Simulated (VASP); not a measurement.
# BN (Pm) in VASP: notebook

BN is run at these levels: PBE; tasks: single point.

All numbers are computed with VASP 6.6.1; they aren't measurements. Logs are shortened: lines on timing, memory, paths and dates and some standing lists are left out, and cuts for length are marked.

## (1) The cell of the first run

The structure is monoclinic, space group Pm (No. 6). The conventional cell has a = 2.512 Å, b = 8.344 Å, c = 2.512 Å, α = 90.00°, β = 120.00°, γ = 90.00°. Within 1.9 Å of B (site symmetry m) lie 3 N at 1.43 to 1.47 Å. B (site symmetry m) has 3 N at 1.43 to 1.47 Å within 1.9 Å. Within 1.9 Å of N (site symmetry m) lie 3 B at 1.43 to 1.47 Å. N (site symmetry m) has 3 B at 1.43 to 1.47 Å within 1.9 Å.

## (2) Single point, PBE (all B atoms moved +0.025 Å, as atom 1 along Cartesian [1 1 0])

Contents of INCAR:

```
SYSTEM = BN
  ALGO = Normal
  EDIFF = 1E-7
  ENCUT = 520
  GGA = PE
  ISIF = 2
  ISMEAR = 0
  LASPH = .TRUE.
  LCHARG = .TRUE.
  LELF = .TRUE.
  LREAL = .FALSE.
  LVHAR = .TRUE.
  LWAVE = .FALSE.
  NBANDS = 16
  NELM = 80
  PREC = Accurate
  SIGMA = 0.05
```

Contents of KPOINTS:

```
k-points
0
G
  12 12 4
  0 0 0
```

Contents of POSCAR:

```
BN
1.0
    2.5121751215      0.0000000000      0.0000000000
   -1.2560875608      2.1756074740      0.0000000000
    0.0000000000      0.0000000000      8.3436910039
B N
2 2
Direct
    0.3444328290      0.6747920614      0.2500000000
    0.6777661623      0.3414587281      0.7500000000
    0.3333333333      0.6666666667      0.7500000000
    0.6666666667      0.3333333333      0.2500000000
```

Potentials or basis: VASP PAW PBE potentials, release 64 (B, N).

Run with:

```bash
cat potpaw_PBE.64/B/POTCAR potpaw_PBE.64/N/POTCAR > POTCAR
mpirun -np 1 vasp_std > vasp.out
```

OUTCAR:

```text
SYSTEM = BN
   EDIFF = 1E-7
   ENCUT = 520
   GGA = PE
   ISIF = 2
   ISMEAR = 0
   LASPH = .TRUE.
   LREAL = .FALSE.
   NELM = 80
   PREC = Accurate

 ion  position               nearest neighbor table
   1  0.344  0.675  0.250-   4 1.43   4 1.44   4 1.47
   2  0.678  0.341  0.750-   3 1.43   3 1.46   3 1.47
   3  0.333  0.667  0.750-   2 1.43   2 1.46   2 1.47
   4  0.667  0.333  0.250-   1 1.43   1 1.44   1 1.47

  LATTYP: Found a hexagonal cell.
 ALAT       =     2.5121751215
 C/A-ratio  =     3.3213015018

  Lattice vectors:

 A1 = (   2.5121751215,   0.0000000000,   0.0000000000)
 A2 = (  -1.2560875608,   2.1756074740,   0.0000000000)
 A3 = (   0.0000000000,   0.0000000000,   8.3436910039)

Analysis of symmetry for initial positions (statically):
=====================================================================
 Subroutine PRICEL returns:
 Original cell was already a primitive cell.

 Routine SETGRP: Setting up the symmetry group for a
 hexagonal supercell.

 Subroutine GETGRP returns: Found  2 space group operations
 (whereof  1 operations were pure point group operations)
 out of a pool of 24 trial point group operations.

The static configuration has the point symmetry C_1 .
 The point group associated with its full space group is C_1h.

Analysis of symmetry for dynamics (positions and initial velocities):
=====================================================================
 Subroutine PRICEL returns:
 Original cell was already a primitive cell.

 Routine SETGRP: Setting up the symmetry group for a
 hexagonal supercell.

 Subroutine GETGRP returns: Found  2 space group operations
 (whereof  1 operations were pure point group operations)
 out of a pool of 24 trial point group operations.

The dynamic configuration has the point symmetry C_1 .
 The point group associated with its full space group is C_1h.

 Subroutine INISYM returns: Found  2 space group operations
 (whereof  1 operations are pure point group operations),
 and found     1 'primitive' translations

----------------------------------------------------------------------------------------

                                     Primitive cell

  volume of cell :      45.6025

  direct lattice vectors                    reciprocal lattice vectors
     2.512175121  0.000000000  0.000000000     0.398061422  0.229820869  0.000000000
    -1.256087561  2.175607474  0.000000000     0.000000000  0.459641738  0.000000000
     0.000000000  0.000000000  8.343691004     0.000000000  0.000000000  0.119851035

  length of vectors
     2.512175121  2.512175122  8.343691004     0.459641738  0.459641738  0.119851035

  position of ions in fractional coordinates (direct lattice)
     0.344432829  0.674792061  0.250000000
     0.677766162  0.341458728  0.750000000
     0.333333333  0.666666667  0.750000000
     0.666666667  0.333333333  0.250000000

  ion indices of the primitive-cell ions
   primitive index   ion index
                 1           1
                 2           2
                 3           3
                 4           4

----------------------------------------------------------------------------------------

 KPOINTS: k-points

Automatic generation of k-mesh.
 Grid dimensions read from file:
 generate k-points for:   12   12    4

 Generating k-lattice:

  Cartesian coordinates                     Fractional coordinates (reciprocal lattice)
     0.033171785  0.019151739  0.000000000     0.083333333  0.000000000  0.000000000
     0.000000000  0.038303478  0.000000000     0.000000000  0.083333333  0.000000000
     0.000000000  0.000000000  0.029962759     0.000000000  0.000000000  0.250000000

  Length of vectors
     0.038303478  0.038303478  0.029962759

  Shift w.r.t. Gamma in fractional coordinates (k-lattice)
     0.000000000  0.000000000  0.000000000

 Subroutine IBZKPT returns following result:
 ===========================================

 Found    222 irreducible k-points:

 Following reciprocal coordinates:
            Coordinates               Weight
  0.000000  0.000000  0.000000      1.000000
  0.083333 -0.000000  0.000000      2.000000
  0.000000  0.083333  0.000000      2.000000
 -0.083333  0.083333  0.000000      2.000000
  0.166667  0.000000  0.000000      2.000000
  0.000000  0.166667  0.000000      2.000000
[... 16 lines left out ...]
  0.166667  0.083333  0.000000      2.000000
 -0.083333  0.250000  0.000000      2.000000
 [... further k-points ...]
   k-points           NKPTS =    222   k-points in BZ     NKDIM =    222   number of bands    NBANDS=     16
   number of dos      NEDOS =    301   number of ions     NIONS =      4
   total plane-waves  NPLWV =  25600
   dimension x,y,z NGX =    20 NGY =   20 NGZ =   64
   dimension x,y,z NGXF=    40 NGYF=   40 NGZF=  128
   ions per type =               2   2
   NGX,Y,Z   is equivalent  to a cutoff of  13.24, 13.24, 12.75 a.u.
   NGXF,Y,Z  is equivalent  to a cutoff of  26.47, 26.47, 25.50 a.u.
 SYSTEM =  BN
   PREC   = accura    normal or accurate (medium, high low for compatibility)
   ISTART =      0    job   : 0-new  1-cont  2-samecut
   ICHARG =      2    charge: 1-file 2-atom 10-const
   ISPIN  =      1    spin polarized calculation?
   LNONCOLLINEAR =      F non collinear calculations
   LSORBIT =      F    spin-orbit coupling
   LASPH  =      T    aspherical Exc in radial PAW
   ENCUT  =  520.0 eV  38.22 Ry    6.18 a.u.   4.67  4.67 15.51*2*pi/ulx,y,z
   NELM   =     80;   NELMIN=  2; NELMDL= -5     # of ELM steps
   EDIFF  = 0.1E-06   stopping-criterion for ELM
   LREAL  =      F    real-space projection
   EDIFFG = 0.1E-05   stopping-criterion for IOM
   NSW    =      0    number of steps for IOM
   IBRION =     -1    ionic relax: 0-MD 1-quasi-New 2-CG
   NFREE  =      0    steps in history (QN), initial steepest desc. (CG)
   ISIF   =      2    stress and relaxation
   ISYM   =      2    0-nonsym 1-usesym 2-fastsym
   POTIM  = 0.5000    time-step for ionic-motion
   TEBEG  =    0.0;   TEEND  =   0.0 temperature during run
   PSTRESS=    0.0 pullay stress
   NELECT =      16.0000    total number of electrons
   NUPDOWN=      -1.0000    fix difference up-down
   EMIN   =  10.00;   EMAX   =-10.00  energy-range for DOS
   EFERMI =   0.00;   METHOD = LEGACY
   ISMEAR =     0;   SIGMA  =   0.05  broadening in eV -4-tet -1-fermi 0-gaus
   EFERMI_NEDOS =   21; number of points for ismear=-14 and -15
   IALGO  =     38    algorithm
   IMIX   =      4    mixing-type and parameters
     AMIX     =   0.40;   BMIX     =  1.00
     AMIX_MAG =   1.60;   BMIX_MAG =  1.00
  volume/ion in A,a.u.               =      11.40        76.94
  Fermi-wavevector in a.u.,A,eV,Ry     =   1.154654  2.181980 18.139645  1.333226
  Thomas-Fermi vector in A             =   2.291289
   LORBIT       =      0    0 simple, 1 ext, 2 COOP (PROOUT), +10 PAW based schemes
   GGA     = PE    functional components
   LHFCALC =     F    Hartree Fock is set to
   AEXX    =    0.0000 exact exchange contribution
   IVDW    =     0    specifies the selected vdW correction
   LEPSILON=     F    determine dielectric tensor
   LRPA    =     F    only Hartree local field effects (RPA)
 non-spin polarized calculation
 Gauss-broadening in eV      SIGMA  =   0.05
  energy-cutoff  :      520.00
  volume of cell :       45.60
 maximum number of plane-waves:      1267
   NGX =  9   NGY =  9   NGZ = 31

 number of electron      15.9999998 magnetization

 Free energy of the ion-electron system (eV)
  ---------------------------------------------------
  ext. energy  EPLUGINS =         0.00000000
  ---------------------------------------------------
  free energy    TOTEN  =       -35.18201543 eV

  energy without entropy =      -35.18201543  energy(sigma->0) =      -35.18201543

 E-fermi :   0.9197     XC(G=0):  -8.5796

 val. band max:        0.5974277179   @ k =   0.3333   0.3333   0.5000
 cond. band min:       4.9992496424   @ k =   0.0000   0.0000   0.0000
 fundamental gap:      4.4018219244
 Fermi energy:         0.9196988914

 k-point     1 :       0.0000    0.0000    0.0000
  band No.  band energies     occupation
      1     -17.0293      2.00000
      2     -16.9884      2.00000
      3      -4.8888      2.00000
      4      -4.2864      2.00000
      5      -1.0336      2.00000
      6      -1.0316      2.00000
[... 8 lines left out ...]
     15      12.5130      0.00000
     16      12.9594      0.00000

 k-point     2 :       0.0833   -0.0000    0.0000
  band No.  band energies     occupation
      1     -16.8962      2.00000
      2     -16.8561      2.00000
      3      -4.7075      2.00000
      4      -4.1123      2.00000
      5      -1.5562      2.00000
      6      -1.2843      2.00000
[... 8 lines left out ...]
     15      12.5757      0.00000
     16      13.0743      0.00000

 k-point     3 :       0.0000    0.0833    0.0000
  band No.  band energies     occupation
      1     -16.8962      2.00000
      2     -16.8561      2.00000
      3      -4.7075      2.00000
      4      -4.1123      2.00000
      5      -1.5369      2.00000
      6      -1.3527      2.00000
[... 8 lines left out ...]
     15      12.6709      0.00000
     16      13.0367      0.00000

 k-point     4 :      -0.0833    0.0833    0.0000
  band No.  band energies     occupation
      1     -16.8962      2.00000
      2     -16.8561      2.00000
      3      -4.7075      2.00000
      4      -4.1123      2.00000
      5      -1.4953      2.00000
      6      -1.4310      2.00000
[... 8 lines left out ...]
     15      12.8345      0.00000
     16      12.9597      0.00000
[... 324 lines left out ...]
 k-point    22 :      -0.1667    0.0833    0.0000
  band No.  band energies     occupation
      1     -16.6339      2.00000
      2     -16.5952      2.00000
      3      -4.3486      2.00000
      4      -3.7683      2.00000
      5      -2.3967      2.00000
      6      -2.1391      2.00000
[... 8 lines left out ...]
     15      13.2981      0.00000
     16      13.6937      0.00000

 k-point    23 :       0.1667    0.0833    0.0000
  band No.  band energies     occupation
      1     -16.1256      2.00000
      2     -16.0894      2.00000
      3      -3.8201      2.00000
      4      -3.6478      2.00000
      5      -3.5964      2.00000
      6      -3.0996      2.00000
[... 8 lines left out ...]
     15      12.8799      0.00000
     16      14.6527      0.00000

 k-point    24 :      -0.0833    0.2500    0.0000
  band No.  band energies     occupation
      1     -16.1266      2.00000
      2     -16.0887      2.00000
      3      -3.8545      2.00000
      4      -3.6477      2.00000
      5      -3.5650      2.00000
      6      -3.0993      2.00000
[... 8 lines left out ...]
     15      12.9736      0.00000
     16      14.5657      0.00000

 [... further k-points ...]
[... 5 lines left out ...]
  --------------------------------------------------------------------------------------
  -------------------------------------------------------------------------------------
  Total        0.1141314      0.1140141     -0.0227489      0.0208301      0.0000000      0.0000000
  in kB        4.0098407      4.0057173     -0.7992500      0.7318339      0.0000000      0.0000000
  external PRESSURE =       2.4054360 kB  Pullay stress =       0.0000000 kB

 VOLUME and BASIS-vectors are now :
 -----------------------------------------------------------------------------
  energy-cutoff  :      520.00
  volume of cell :       45.60
      direct lattice vectors                 reciprocal lattice vectors
     2.512175121  0.000000000  0.000000000     0.398061422  0.229820869  0.000000000
    -1.256087561  2.175607474  0.000000000     0.000000000  0.459641738  0.000000000
     0.000000000  0.000000000  8.343691004     0.000000000  0.000000000  0.119851035

 POSITION                                       TOTAL-FORCE (eV/Angst)
 -----------------------------------------------------------------------------------
      0.01768      1.46808      2.08592        -0.674015     -0.712727      0.000000
      1.27377      0.74288      6.25777        -0.751475     -0.712763      0.000000
     -0.00000      1.45040      6.25777         0.751486      0.712761      0.000000
      1.25609      0.72520      2.08592         0.674004      0.712729      0.000000
 -----------------------------------------------------------------------------------
    total drift:                               -0.000030     -0.000039     -0.000001

  FREE ENERGIE OF THE ION-ELECTRON SYSTEM (eV)
  ---------------------------------------------------
  free  energy   TOTEN  =       -35.1820154252 eV

  energy  without entropy=      -35.1820154252  energy(sigma->0) =      -35.18201543
```

Run time: 3.1 min. Hardware: 1 thread of Intel Xeon 8259CL, shared host; peak memory 0.26 GiB.

What came out:

```yaml
Free_energy: -35.1820 eV
Pressure: 0.2 GPa
Largest_force: 1.036 eV/Å
Band_gap_on_the_k_mesh: 4.40 eV, indirect (least direct gap 4.66 eV)
```

Forces on the atoms (eV/Å):
```
B   -0.674 -0.713  0.000
B   -0.751 -0.713  0.000
N    0.751  0.713  0.000
N    0.674  0.713  0.000
```

Caveat: the cell differs from its parent crystal (all B atoms moved +0.025 Å, as atom 1 along Cartesian [1 1 0]); this functional lacks dispersion, which binds the layers, so the pressure and a relaxed spacing across them are unreliable; forces of over 1 eV/Å act on the atoms, so gaps and moduli don't describe the material at rest.

(Part 1 of 2 ends here.)
